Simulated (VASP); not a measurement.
## Co: single point with PBEsol

Co:

```
CELL_PARAMETERS angstrom
2.45642 0.00000 0.00000
-1.22821 2.12732 0.00000
0.00000 0.00000 4.04886
ATOMIC_POSITIONS crystal
Co 0.66667 0.33333 0.25000
Co 0.33333 0.66667 0.75000
```

This cell differs from its parent crystal: strain +0.0200 x Voigt [0, 0, 1, 0, 0, 0].

| Property | Result |
| --- | --- |
| Program | VASP 6.6.1 |
| Task | single point |
| Functional | PBEsol |
| Potentials or basis | VASP PAW PBE potentials, release 64 (Co) |
| Cutoff | 520 eV |
| k mesh | 30 × 30 × 16 |
| Occupations | gaussian, width 0.15 eV |
| Spin | collinear spin, ferromagnetic start |
| Starting moments | [1.8, 1.8] μB |

```yaml
Pressure: -5.3 GPa
Net_moment: 3.17 μB per cell
Site_moments: Co +1.60 μB
Valence_electrons_inside_the_program's_atomic_spheres: Co 8.32
```

Stress tensor (GPa, compression positive):
```
-3.28  0.00  0.00
 0.00 -3.28  0.00
 0.00  0.00 -9.39
```

Levels at points of the mesh, in eV from the Fermi level:
Spin up:
```csv
k point,band 7,band 8,band 9,band 10,band 11,band 12,band 13,band 14,band 15,band 16
"(0.00, 0.00, 0.00)",-2.29,-1.85,-1.85,-0.78,-0.78,-0.37,6.28,22.38,25.09,25.35
"(0.50, 0.00, 0.00)",-2.24,-0.57,-0.57,-0.43,1.41,3.49,9.71,10.40,12.82,14.13
"(0.00, 0.00, 0.50)",-2.65,-2.65,-1.10,-1.10,-1.10,-1.10,14.77,14.77,23.10,23.10
"(0.50, 0.00, 0.50)",-1.03,-1.03,-0.48,-0.48,1.61,1.61,7.51,7.51,18.82,18.82
```
Spin down:
```
           k point  band 4  band 5  band 6  band 7  band 8  band 9  band 10  band 11
(0.00, 0.00, 0.00)   -1.01   -1.01   -0.65   -0.65   -0.35   -0.11    -0.11     1.07
(0.50, 0.00, 0.00)   -1.82   -1.14   -1.09   -0.73    1.26    1.31     1.41     2.63
(0.00, 0.00, 0.50)   -1.69   -1.05   -1.05   -1.05   -1.05    0.72     0.72     0.72
(0.50, 0.00, 0.50)   -2.52   -0.04   -0.04    0.26    0.26    1.35     1.35     2.26
```

It took 4.6 min on 1 thread of Intel(R) Xeon(R) 6975P-C (Granite Rapids) (shared host), peak memory 0.53 GiB.

Caveat: the cell differs from its parent crystal (strain +0.0200 x Voigt [0, 0, 1, 0, 0, 0]); the cell stands under tension; the PAW data sets were made with another functional, which shifts forces and pressure a little.
